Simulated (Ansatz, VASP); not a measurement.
**AlN in VASP and in Ansatz**

Contents of POSCAR:

```
AlN
1.0
    0.0000000000      2.0345180000      2.0345180000
    2.0345180000      0.0000000000      2.0345180000
    2.0345180000      2.0345180000      0.0000000000
Al N
1 1
Direct
    0.5000000000      0.5000000000      0.5000000000
    0.0000000000      0.0000000000      0.0000000000
```

INCAR.step1

```
ALGO = Normal ; EDIFF = 1E-5
EDIFFG = -0.005 ; ENCUT = 660
GGA = PE ; GGA_COMPAT = False
IBRION = 2 ; ISIF = 3
ISMEAR = 0 ; LASPH = True
LCHARG = False ; LREAL = False
LWAVE = True ; NELM = 120
NELMIN = 4 ; NSW = 100
PREC = Accurate ; SIGMA = 0.02
```

INCAR.step2

```
ALGO = Normal ; BPARAM = 11.95
CPARAM = 0.0093 ; EDIFF = 1E-7
EDIFFG = -0.002 ; ENCUT = 660
GGA_COMPAT = False ; IBRION = 2
ISIF = 3 ; ISMEAR = 0
ISTART = 1 ; IVDW_NL = 2
LASPH = True ; LCHARG = False
LMIXTAU = True ; LREAL = False
LUSE_VDW = True ; LWAVE = False
METAGGA = R2SCAN ; NELM = 120
NELMIN = 4 ; NSW = 100
PREC = Accurate ; SIGMA = 0.02
```

The input KPOINTS:

```
k-points
0
Gamma
  10 10 10
```

Input for Ansatz:

```yaml
crystal:
  lattice:
    - [0.0, 2.034518, 2.034518]
    - [2.034518, 0.0, 2.034518]
    - [2.034518, 2.034518, 0.0]
  atoms:
    - { symbol: Al, position: [0.5, 0.5, 0.5] }
    - { symbol: "N", position: [0.0, 0.0, 0.0] }
basis:
  ecutwfc: 500
kpoints:
  mp_grid: { grid: [10, 10, 10] }
hamiltonian:
  xc: r2scan
  dispersion: rvv10
  pseudopotentials: { kind: paw, azcp: { folder: soft_1 } }
scf:
  occupations: { method: gaussian, width: 0.02 }
output:
  forces: true
  stress: true
  eigenvalues: true
  write_density: true
  write_potential: true
  elf: true
  volumetric_format: npy
relax:
  adjacent_minimum: "off"
  f_tol: 0.002
  max_steps: 80
  cell: { stress_tol: 0.02 }
```

Alike in both runs: task relaxation of cell and atoms; functional r2SCAN; dispersion rVV10; k mesh 10 × 10 × 10; occupations gaussian, width 0.02 eV; no spin polarisation.

|  | VASP | Ansatz |
| --- | --- | --- |
| version | VASP 6.6.1 | Ansatz 0.2.0 |
| potentials or method | VASP PAW PBE potentials, release 64 (Al, N), cutoff 660 eV | scalar-relativistic, plane waves, PAW |
| valence electrons in the cell | 8 | 8 |

|  | VASP | Ansatz | Ansatz less VASP |
| --- | --- | --- | --- |
| gap on the k mesh at the Fermi level, each at its own relaxed structure (eV) | 5.56 | 5.54 | -0.021 |
| relaxed volume (Å³/atom) | 8.18 | 8.19 | +0.011 |
| relaxed cell length with the largest relative difference (Å) | 2.850 | 2.851 | +0.0013 |

VASP's potentials were made for PBE, not for r2SCAN.
